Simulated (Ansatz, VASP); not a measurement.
**BeH in VASP and in Ansatz**

File INCAR:

```
PREC = Accurate ; ENCUT = 600
EDIFF = 1E-6 ; ISMEAR = 0
SIGMA = 0.1 ; LREAL = False
LASPH = True ; NELM = 100
ALGO = Normal ; ISIF = 3
LWAVE = False ; LCHARG = False
GGA = PE ; IBRION = 2
NSW = 90 ; EDIFFG = -0.025
```

File KPOINTS:

```
Automatic mesh
0
Gamma
  12 12 10
```

POSCAR

```
BeH
1.0
    2.7329905257      0.0000000000      0.0000000000
   -1.3664952628      2.3668392236      0.0000000000
    0.0000000000      0.0000000000      3.8154777833
Be H
2 2
Direct
    0.3333333333      0.6666666667      0.2500000000
    0.6666666667      0.3333333333      0.7500000000
    0.6666666667      0.3333333333      0.2500000000
    0.3333333333      0.6666666667      0.7500000000
```

Input for Ansatz:

```yaml
crystal:
  lattice:
    - [2.7329905257, 0.0, 0.0]
    - [-1.3664952628, 2.3668392236, 0.0]
    - [0.0, 0.0, 3.8154777833]
  atoms:
    - { symbol: Be, position: [0.3333333333, 0.6666666667, 0.25] }
    - { symbol: Be, position: [0.6666666667, 0.3333333333, 0.75] }
    - { symbol: H, position: [0.6666666667, 0.3333333333, 0.25] }
    - { symbol: H, position: [0.3333333333, 0.6666666667, 0.75] }
basis:
  ecutwfc: 420
kpoints:
  mp_grid: { grid: [12, 12, 10] }
hamiltonian:
  xc: pbe
scf:
  occupations: { method: gaussian, width: 0.1 }
output:
  forces: true
  stress: true
  eigenvalues: true
relax:
  adjacent_minimum: "off"
  f_tol: 0.025
  max_steps: 70
  cell: { stress_tol: 0.12 }
```

Alike in both runs: task relaxation of cell and atoms; functional PBE; k mesh 12 × 12 × 10; occupations gaussian, width 0.1 eV; no spin polarisation.

|  | VASP | Ansatz |
| --- | --- | --- |
| version | VASP 6.6.1 | Ansatz 0.2.0 |
| potentials or method | VASP PAW PBE potentials, release 64 (Be, H), cutoff 600 eV | scalar-relativistic, plane waves, PAW |
| valence electrons in the cell | 6 | 6 |

|  | VASP | Ansatz | Ansatz less VASP |
| --- | --- | --- | --- |
| gap on the k mesh at the Fermi level, each at its own relaxed structure (eV) | none | none | - |
| relaxed volume (Å³/atom) | 6.17 | 6.16 | -0.009 |
| relaxed length of the cell vector where the two differ most in proportion (Å) | 3.810 | 3.792 | -0.0174 |

A gap of «none» marks a metal or a gap that the smearing closes.
